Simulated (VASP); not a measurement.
# As in VASP: single point with PBE+D3(BJ)

Aim: the single point of As with PBE+D3(BJ).

Everything below comes from runs of VASP 6.6.1. Logs are shortened: lines on timing, memory, paths and dates and some standing lists are left out, and cuts for length are marked.

### Step 1. The cell of the first run

The cell holds a slab with vacuum, 2 atoms: a = 3.571 Å, b = 3.571 Å, c = 26.889 Å, α = 90.00°, β = 90.00°, γ = 120.00°.

### Step 2. Single point, PBE+D3(BJ)

File INCAR:

```
ALGO = Normal
DIPOL = 0.5 0.5 0.714
EDIFF = 1E-6
ENCUT = 400
GGA = PE
GGA_COMPAT = F
IDIPOL = 3
ISIF = 2
ISMEAR = 0
IVDW = 12
LASPH = T
LCHARG = F
LDIPOL = T
LREAL = F
LWAVE = F
NBANDS = 12
NELM = 120
NELMDL = -8
PREC = Accurate
SIGMA = 0.04
```

File KPOINTS:

```
k-points
0
Gamma
  12 12 1
```

File POSCAR:

```
As
1.0
    3.5708955074      0.0000000000      0.0000000000
   -1.7854477537      3.0924862237      0.0000000000
    0.0000000000      0.0000000000     26.8892385693
As
2
Direct
    0.3333333333      0.6666666667      0.6881244335
    0.0000000000      0.0000000000      0.7402958292
```

Potentials or basis: VASP PAW PBE potentials, release 64 (As).

On the command line:

```
> cat potpaw_PBE.64/As/POTCAR > POTCAR
> mpirun -np 1 vasp_std > vasp.out
```

OUTCAR:

```text
EDIFF = 1E-6
   ENCUT = 400
   GGA = PE
   ISIF = 2
   ISMEAR = 0
   IVDW = 12
   LASPH = T
   LREAL = F
   NELM = 120
   NELMDL = -8
   PREC = Accurate
 IVDW          = 12

 ion  position               nearest neighbor table
   1  0.333  0.667  0.688-   2 2.49   2 2.49   2 2.49
   2  0.000  0.000  0.740-   1 2.49   1 2.49   1 2.49

  LATTYP: Found a hexagonal cell.
 ALAT       =     3.5708955074
 C/A-ratio  =     7.5301107281

  Lattice vectors:

 A1 = (   3.5708955074,   0.0000000000,   0.0000000000)
 A2 = (  -1.7854477537,   3.0924862237,   0.0000000000)
 A3 = (   0.0000000000,   0.0000000000,  26.8892385693)

Analysis of symmetry for initial positions (statically):
=====================================================================
 Subroutine PRICEL returns:
 Original cell was already a primitive cell.

 Routine SETGRP: Setting up the symmetry group for a
 hexagonal supercell.

 Subroutine GETGRP returns: Found 12 space group operations
 (whereof  6 operations were pure point group operations)
 out of a pool of 24 trial point group operations.

The static configuration has the point symmetry C_3v.
 The point group associated with its full space group is D_3d.

Analysis of symmetry for dynamics (positions and initial velocities):
=====================================================================
 Subroutine PRICEL returns:
 Original cell was already a primitive cell.

 Routine SETGRP: Setting up the symmetry group for a
 hexagonal supercell.

 Subroutine GETGRP returns: Found 12 space group operations
 (whereof  6 operations were pure point group operations)
 out of a pool of 24 trial point group operations.

The dynamic configuration has the point symmetry C_3v.
 The point group associated with its full space group is D_3d.

 Subroutine INISYM returns: Found 12 space group operations
 (whereof  6 operations are pure point group operations),
 and found     1 'primitive' translations

----------------------------------------------------------------------------------------

                                     Primitive cell

  volume of cell :     296.9364

  direct lattice vectors                    reciprocal lattice vectors
     3.570895507  0.000000000  0.000000000     0.280041798  0.161682208  0.000000000
    -1.785447754  3.092486224  0.000000000     0.000000000  0.323364415  0.000000000
     0.000000000  0.000000000 26.889238569     0.000000000  0.000000000  0.037189599

  length of vectors
     3.570895507  3.570895507 26.889238569     0.323364415  0.323364415  0.037189599

  position of ions in fractional coordinates (direct lattice)
     0.333333333  0.666666667  0.688124434
     0.000000000  0.000000000  0.740295829

  ion indices of the primitive-cell ions
   primitive index   ion index
                 1           1
                 2           2

----------------------------------------------------------------------------------------

 KPOINTS: k-points

Automatic generation of k-mesh.
 Grid dimensions read from file:
 generate k-points for:   12   12    1

 Generating k-lattice:

  Cartesian coordinates                     Fractional coordinates (reciprocal lattice)
     0.023336817  0.013473517  0.000000000     0.083333333  0.000000000  0.000000000
     0.000000000  0.026947035  0.000000000     0.000000000  0.083333333  0.000000000
     0.000000000  0.000000000  0.037189599     0.000000000  0.000000000  1.000000000

  Length of vectors
     0.026947035  0.026947035  0.037189599

  Shift w.r.t. Gamma in fractional coordinates (k-lattice)
     0.000000000  0.000000000  0.000000000

 Subroutine IBZKPT returns following result:
 ===========================================

 Found     19 irreducible k-points:

 Following reciprocal coordinates:
            Coordinates               Weight
  0.000000  0.000000  0.000000      1.000000
  0.083333  0.000000  0.000000      6.000000
  0.166667  0.000000  0.000000      6.000000
  0.250000  0.000000  0.000000      6.000000
  0.333333 -0.000000  0.000000      6.000000
  0.416667  0.000000  0.000000      6.000000
[... 11 lines left out ...]
  0.333333  0.250000  0.000000     12.000000
  0.333333  0.333333  0.000000      2.000000
   k-points           NKPTS =     19   k-points in BZ     NKDIM =     19   number of bands    NBANDS=     12
   number of dos      NEDOS =    301   number of ions     NIONS =      2
   total plane-waves  NPLWV = 103680
   dimension x,y,z NGX =    24 NGY =   24 NGZ =  180
   dimension x,y,z NGXF=    48 NGYF=   48 NGZF=  360
   ions per type =               2
   NGX,Y,Z   is equivalent  to a cutoff of  11.17, 11.17, 11.13 a.u.
   NGXF,Y,Z  is equivalent  to a cutoff of  22.35, 22.35, 22.26 a.u.
 SYSTEM =  unknown system
   PREC   = accura    normal or accurate (medium, high low for compatibility)
   ISTART =      0    job   : 0-new  1-cont  2-samecut
   ICHARG =      2    charge: 1-file 2-atom 10-const
   ISPIN  =      1    spin polarized calculation?
   LNONCOLLINEAR =      F non collinear calculations
   LSORBIT =      F    spin-orbit coupling
   LASPH  =      T    aspherical Exc in radial PAW
   ENCUT  =  400.0 eV  29.40 Ry    5.42 a.u.   5.82  5.82 43.85*2*pi/ulx,y,z
   NELM   =    120;   NELMIN=  2; NELMDL= -8     # of ELM steps
   EDIFF  = 0.1E-05   stopping-criterion for ELM
   LREAL  =      F    real-space projection
   EDIFFG = 0.1E-04   stopping-criterion for IOM
   NSW    =      0    number of steps for IOM
   IBRION =     -1    ionic relax: 0-MD 1-quasi-New 2-CG
   NFREE  =      0    steps in history (QN), initial steepest desc. (CG)
   ISIF   =      2    stress and relaxation
   ISYM   =      2    0-nonsym 1-usesym 2-fastsym
   POTIM  = 0.5000    time-step for ionic-motion
   TEBEG  =    0.0;   TEEND  =   0.0 temperature during run
   PSTRESS=    0.0 pullay stress
   NELECT =      10.0000    total number of electrons
   NUPDOWN=      -1.0000    fix difference up-down
   EMIN   =  10.00;   EMAX   =-10.00  energy-range for DOS
   EFERMI =   0.00;   METHOD = LEGACY
   ISMEAR =     0;   SIGMA  =   0.04  broadening in eV -4-tet -1-fermi 0-gaus
   EFERMI_NEDOS =   21; number of points for ismear=-14 and -15
   IALGO  =     38    algorithm
   IMIX   =      4    mixing-type and parameters
     AMIX     =   0.40;   BMIX     =  1.00
     AMIX_MAG =   1.60;   BMIX_MAG =  1.00
  volume/ion in A,a.u.               =     148.47      1001.91
  Fermi-wavevector in a.u.,A,eV,Ry     =   0.528673  0.999047  3.802760  0.279495
  Thomas-Fermi vector in A             =   1.550413
   LORBIT       =      0    0 simple, 1 ext, 2 COOP (PROOUT), +10 PAW based schemes
   GGA     = PE    functional components
   LHFCALC =     F    Hartree Fock is set to
   AEXX    =    0.0000 exact exchange contribution
   IVDW    =    12    specifies the selected vdW correction
   LEPSILON=     F    determine dielectric tensor
   LRPA    =     F    only Hartree local field effects (RPA)
 non-spin polarized calculation
 Gauss-broadening in eV      SIGMA  =   0.04
  energy-cutoff  :      400.00
  volume of cell :      296.94
 maximum number of plane-waves:      5420
 NGX is ok and might be reduce to    24
   NGX = 11   NGY = 11   NGZ = 87

 dipolmoment           0.000000      0.000000     -0.000006 electrons x Angstroem

 number of electron      10.0000000 magnetization

 dipolmoment           0.000000      0.000000      0.000000 electrons x Angstroem

 Free energy of the ion-electron system (eV)
  ---------------------------------------------------
  ext. energy  EPLUGINS =         0.00000000
  ---------------------------------------------------
  free energy    TOTEN  =        -9.32863461 eV

  energy without entropy =       -9.32863461  energy(sigma->0) =       -9.32863461

 E-fermi :  -3.6514     XC(G=0):  -1.9660

 val. band max:       -3.8356516862   @ k =   0.0000   0.0000   0.0000
 cond. band min:      -2.3069430306   @ k =   0.3333  -0.0000   0.0000
 fundamental gap:      1.5287086556
 Fermi energy:        -3.6514254629

 k-point     1 :       0.0000    0.0000    0.0000
  band No.  band energies     occupation
      1     -17.5205      2.00000
      2     -11.1513      2.00000
      3      -4.5628      2.00000
      4      -3.8357      2.00000
      5      -3.8357      2.00000
      6      -1.8070      0.00000
      7      -0.3341      0.00000
      8      -0.3341      0.00000
      9       0.9012      0.00000
     10       1.1553      0.00000
     11       1.5779      0.00000
     12       1.8742      0.00000

 k-point     2 :       0.0833    0.0000    0.0000
  band No.  band energies     occupation
      1     -17.4259      2.00000
      2     -11.1320      2.00000
      3      -4.7521      2.00000
      4      -4.5138      2.00000
      5      -4.0505      2.00000
      6      -1.2069      0.00000
      7      -0.4353      0.00000
      8      -0.1188      0.00000
      9       1.0425      0.00000
     10       1.2683      0.00000
     11       1.6872      0.00000
     12       1.9870      0.00000

 k-point     3 :       0.1667    0.0000    0.0000
  band No.  band energies     occupation
      1     -17.1448      2.00000
      2     -11.1210      2.00000
      3      -6.1227      2.00000
      4      -4.5245      2.00000
      5      -4.4036      2.00000
      6      -1.5993      0.00000
      7       0.2685      0.00000
      8       0.2973      0.00000
      9       1.3887      0.00000
     10       1.6210      0.00000
     11       2.0119      0.00000
     12       2.3137      0.00000
[... 211 lines left out ...]
 k-point    18 :       0.3333    0.2500    0.0000
  band No.  band energies     occupation
      1     -14.5200      2.00000
      2     -13.2712      2.00000
      3      -8.1179      2.00000
      4      -6.4290      2.00000
      5      -5.5032      2.00000
      6      -1.7282      0.00000
      7       0.1683      0.00000
      8       0.7997      0.00000
      9       3.8891      0.00000
     10       4.4609      0.00000
     11       4.6779      0.00000
     12       5.2187      0.00000

 k-point    19 :       0.3333    0.3333    0.0000
  band No.  band energies     occupation
      1     -13.8777      2.00000
      2     -13.8777      2.00000
      3      -8.3569      2.00000
      4      -5.9454      2.00000
      5      -5.9454      2.00000
      6      -1.9831      0.00000
      7       0.6624      0.00000
      8       0.6624      0.00000
      9       4.1760      0.00000
     10       5.1219      0.00000
     11       5.1220      0.00000
     12       5.9020      0.00000

------------------------ aborting loop because EDIFF is reached ----------------------------------------

 vacuum level on the upper side and lower side of the slab       (xc-potential included)        -0.008        -0.008

 Edisp (eV)   -0.42359

 E8    (eV) :    -0.1922

  FORCE on cell =-STRESS in cart. coord.  units (eV):
  Direction    XX          YY          ZZ          XY          YZ          ZX
  --------------------------------------------------------------------------------------
  -------------------------------------------------------------------------------------
  Total       0.04093     0.04093     0.03297     0.00000     0.00000    -0.00000
  in kB       0.22087     0.22087     0.17788     0.00000     0.00000    -0.00000
  external pressure =        0.21 kB  Pullay stress =        0.00 kB

 VOLUME and BASIS-vectors are now :
 -----------------------------------------------------------------------------
  energy-cutoff  :      400.00
  volume of cell :      296.94
      direct lattice vectors                 reciprocal lattice vectors
     3.570895507  0.000000000  0.000000000     0.280041798  0.161682208  0.000000000
    -1.785447754  3.092486224  0.000000000     0.000000000  0.323364415  0.000000000
     0.000000000  0.000000000 26.889238569     0.000000000  0.000000000  0.037189599

 POSITION                                       TOTAL-FORCE (eV/Angst)
 -----------------------------------------------------------------------------------
     -0.00000      2.06166     18.50314        -0.000000     -0.000000     -0.028909
      0.00000      0.00000     19.90599         0.000000      0.000000      0.028909
 -----------------------------------------------------------------------------------
    total drift:                                0.000000      0.000000      0.000006

  FREE ENERGIE OF THE ION-ELECTRON SYSTEM (eV)
  ---------------------------------------------------
  free  energy   TOTEN  =        -9.7522236286 eV

  energy  without entropy=       -9.7522236286  energy(sigma->0) =       -9.75222363

 vacuum level on the upper side and lower side of the slab         1.413         1.413
```

It took 40 s on 1 thread of Intel Xeon Platinum 8488C (Sapphire Rapids), shared host; peak memory 0.3 GiB.

What came out:

```
Free energy                : -9.7522 eV
Largest force              : 0.029 eV/Å
Band gap on the k mesh     : 1.53 eV, indirect (least direct gap 2.03 eV)
Dispersion energy per atom : -0.212 eV
```

Forces in eV/Å, atoms in the order of the input:
```
As   0.000  0.000 -0.029
As   0.000  0.000  0.029
```

Levels at points of the mesh, in eV from the valence-band top:
| k point | band 1 | band 2 | band 3 | band 4 | band 5 | band 6 | band 7 | band 8 | band 9 | band 10 |
| --- | --- | --- | --- | --- | --- | --- | --- | --- | --- | --- |
| (0.00, 0.00, 0.00) | -13.68 | -7.32 | -0.73 | 0.00 | 0.00 | 2.03 | 3.50 | 3.50 | 4.74 | 4.99 |
| (0.50, 0.00, 0.00) | -11.18 | -9.22 | -3.55 | -1.94 | -1.71 | 1.92 | 3.01 | 4.48 | 6.16 | 8.25 |
